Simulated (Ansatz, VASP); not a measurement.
# Ag: VASP beside Ansatz

```xyz
2
Lattice="0.0000 3.3112 3.3112 3.3112 0.0000 3.3112 3.3112 3.3112 0.0000" Properties=species:S:1:pos:R:3 pbc="T T T"
Ag    0.8278    0.8278    0.8278
Ag    5.7946    5.7946    5.7946
```

Alike in both runs: task single point; functional RPBE; k mesh 10 × 10 × 10; occupations fermi-dirac, width 0.1 eV; no spin polarisation.

|  | VASP | Ansatz |
| --- | --- | --- |
| version | VASP 6.6.1 | Ansatz 0.2.0 |
| potentials or method | VASP PAW PBE potentials, release 64 (Ag), cutoff 520 eV | plane waves (420 eV) with PAW, scalar-relativistic |
| valence electrons in the cell | 22 | 38 |

```tsv
	VASP	Ansatz	Ansatz less VASP
pressure (GPa)	-1.8	-1.7	+0.02
```

VASP's potentials were made for PBE, not for RPBE. With one functional, cell and mesh, what is left measures potentials, basis and numerics. VASP's potentials hold 22 valence electrons a cell and Ansatz's 38, so a difference there can come from the potentials and not from the codes.
